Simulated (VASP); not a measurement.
Runs of VASP 6.6.1 on SiGe. The structure is that of space group P6_3mc (No. 186), or close to it. The cells are those of the table. 

```csv
cell,gap on the mesh (eV),pressure (GPa),largest force (eV/Å)
"a = 3.901, b = 3.901, c = 6.701 Å, angles 90.0, 90.0, 120.0°, 4 atoms",0.31,-2.8,(d)
"a = 3.901, b = 3.901, c = 6.186 Å, angles 90.0, 90.0, 120.0°, 4 atoms",(a),(b),0.53
"a = 3.901, b = 3.901, c = 6.959 Å, angles 90.0, 90.0, 120.0°, 4 atoms",(c),-4.6,0.34
"a = 3.745, b = 3.745, c = 6.443 Å, angles 90.0, 90.0, 120.0°, 4 atoms",0.30,8.1,0.55
"a = 3.589, b = 3.589, c = 6.443 Å, angles 90.0, 90.0, 120.0°, 4 atoms",0.09,20.6,1.39
"a = 4.213, b = 4.213, c = 6.959 Å, angles 90.0, 90.0, 120.0°, 4 atoms",0.03,-10.9,0.06
```

Alike in all rows: task single point; level PBEsol; potentials or basis VASP PAW PBE potentials, release 64 (Si, Ge_d); no spin polarisation; k mesh 12 × 12 × 6; cutoff (eV) 520; smearing gaussian 0.03 eV.

Question: Estimate the missing entries.

Answer: (a) 0.07; (b) 3.9; (c) 0.10; (d) 0.26.

Caveats: the PAW data sets were made with another functional, which shifts forces and pressure a little.

A k mesh can miss the band edges, and the runs leave out spin-orbit coupling on Ge.
